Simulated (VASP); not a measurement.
Write the native input for VASP 6.6.1 that does the following.

* Task: single point
* Functional: PBEsol
* Potentials or basis: VASP PAW PBE potentials, release 64 (In_d, As)
* Cutoff: 520 eV
* k mesh: 14 × 14 × 14
* Occupations: gaussian, width 0.15 eV
* Spin: no spin polarisation
* Dipole correction: no
* Further INCAR settings: ALGO = Normal; EDIFF = 1e-06; NBANDS = 16

The structure of InAs lies in POSCAR:

```
InAs
1.0
    0.0000000000      3.0240000000      2.8728000000
    3.0240000000      0.0000000000      2.8728000000
    3.0240000000      3.0240000000      0.0000000000
In As
1 1
Direct
    0.0000000000      0.0000000000      0.0000000000
    0.7500000000      0.7500000000      0.7500000000
```

This cell differs from its parent crystal: strain +0.000 along x and y, -0.050 along z.

The input as run:

INCAR

```
SYSTEM = InAs
PREC = Accurate
ENCUT = 520
EDIFF = 1E-6
ISMEAR = 0
SIGMA = 0.15
LREAL = .False.
LASPH = .True.
NELM = 80
ALGO = Normal
ISIF = 2
LWAVE = .False.
LCHARG = .False.
GGA = PS
NBANDS = 16
```

KPOINTS

```
regular mesh
0
Gamma
  14 14 14
  0 0 0
```

Potentials or basis: VASP PAW PBE potentials, release 64 (In_d, As).

The run is started by

```sh
$ cat potpaw_PBE.64/In_d/POTCAR potpaw_PBE.64/As/POTCAR > POTCAR
$ mpirun -np 1 vasp_std > vasp.out
```

It gave:

```json
{
 "Pressure": "4.7 GPa",
 "Band gap on the k mesh": "0.15 eV (least direct gap 0.19 eV)"
}
```

Caveat: the cell differs from its parent crystal (strain +0.000 along x and y, -0.050 along z); the cell stands under pressure; the smearing spreads over this small gap; semilocal functionals underestimate gaps, and a narrow one can read as zero; the PAW data sets were made with another functional, which shifts forces and pressure a little; spin-orbit coupling is left out, which moves the levels of the heavy elements.

It took 3 min on 1 thread of Intel Xeon 8259CL (shared host), peak memory 0.34 GiB.
